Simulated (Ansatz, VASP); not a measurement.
## CaSb4 in VASP and in Ansatz

INCAR

```
SYSTEM = CaSb4
  PREC = Accurate
  ENCUT = 520
  EDIFF = 1E-6
  ISMEAR = 0
  SIGMA = 0.1
  LREAL = .False.
  LASPH = .True.
  NELM = 100
  ALGO = Normal
  ISIF = 2
  LWAVE = .False.
  LCHARG = .False.
  GGA = PE
  NBANDS = 23
```

File KPOINTS:

```
regular mesh
0
Gamma
  4 4 4
  0 0 0
```

File POSCAR:

```
CaSb4
1.0
    4.2797745600     -2.2418300200      0.0000000000
    4.2797745600      2.2418300200      0.0000000000
   -2.3486287600      0.0000000000      7.4022667200
Ca Sb
1 4
Direct
    0.5000000000      0.5000000000      0.0000000000
    0.3403159300      0.3403159300      0.6134386400
    0.8403159300      0.8403159300      0.1134386400
    0.1596840700      0.1596840700      0.8865613600
    0.6596840700      0.6596840700      0.3865613600
```

Input for Ansatz:

```yaml
crystal:
  lattice:
    - [4.27977456, -2.24183002, 0.0]
    - [4.27977456, 2.24183002, 0.0]
    - [-2.34862876, 0.0, 7.40226672]
  atoms:
    - { symbol: Ca, position: [0.5, 0.5, 0.0] }
    - { symbol: Sb, position: [0.34031593, 0.34031593, 0.61343864] }
    - { symbol: Sb, position: [0.84031593, 0.84031593, 0.11343864] }
    - { symbol: Sb, position: [0.15968407, 0.15968407, 0.88656136] }
    - { symbol: Sb, position: [0.65968407, 0.65968407, 0.38656136] }
basis:
  ecutwfc: 420
kpoints:
  mp_grid: { grid: [4, 4, 4] }
hamiltonian:
  xc: pbe
scf:
  occupations: { method: gaussian, width: 0.1 }
  lower_state_search: "off"
output:
  forces: true
  stress: true
  eigenvalues: true
```

Alike in both runs: task single point; functional PBE; k mesh 4 × 4 × 4; occupations gaussian, width 0.1 eV; no spin polarisation.

|  | VASP | Ansatz |
| --- | --- | --- |
| version | VASP 6.6.1 | Ansatz 0.2.0 |
| potentials or method | VASP PAW PBE potentials, release 64 (Ca_sv, Sb), cutoff 520 eV | scalar-relativistic, plane waves, PAW |
| valence electrons in the cell | 30 | 70 |

Ansatz gave:

* gap on the k mesh at the Fermi level (eV): none
* pressure (GPa): 10.9
* traceless stress, the component that is largest in VASP (GPa): 2.46
* rms of the force components (eV/Å): 0.970

Problem. Estimate VASP's values.

Solution. gap on the k mesh at the Fermi level (eV): none; pressure (GPa): 11.0; traceless stress, the component that is largest in VASP (GPa): 2.48; rms of the force components (eV/Å): 0.981.

Atom by atom the forces differ by 0.014 eV/Å (rms over components). A gap of «none» marks a metal or a gap that the smearing closes. The functional is the same, so the differences come from potentials, cutoffs and numerics. VASP's potentials hold 30 valence electrons a cell and Ansatz's 70, so a difference there can come from the potentials and not from the codes.

The k mesh is coarse, so the values compare programs but aren't converged. Neither program's run includes spin-orbit coupling.
